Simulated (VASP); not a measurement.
In3SbAs2:

```
As Sb In
1.0
     4.42781    0.00000    0.00000
    -2.21390    3.83459    0.00000
     0.00000    0.00000   10.85674
As Sb In
2 1 3
Cartesian
  0.0000 0.0000 0.0762
  0.0000 2.5564 3.5539
  2.2139 1.2782 7.2178
  0.0000 2.5564 0.9016
  2.2139 1.2782 4.3837
  0.0000 0.0000 8.2944
```

Base run:

* Program: VASP 6.6.1
* Functional: r2SCAN
* Potentials or basis: VASP PAW PBE potentials, release 64 (As, Sb, In_d)
* Cutoff: 520 eV
* k mesh: 6 × 6 × 2
* Occupations: fermi-dirac, width 0.02 eV
* Spin: no spin polarisation

Its results: band gap on the k mesh zero (filled and empty bands touch); pressure 0.0 GPa.

Task: The run is repeated on the same cell with these changes: functional from r2SCAN to PBE; further incar settings from ALGO = Normal; EDIFF = 1e-06; NBANDS = 36 to ALGO = Normal; EDIFF = 1e-07; NBANDS = 36. What comes out?

Result: Band gap on the k mesh zero (filled and empty bands touch); pressure 1.8 GPa.

Caveats: semilocal functionals underestimate gaps, so a narrow gap can read as zero; spin-orbit coupling is left out, which moves the levels of the heavy elements; the PAW data sets were made with another functional, which shifts forces and pressure a little (at least some runs).
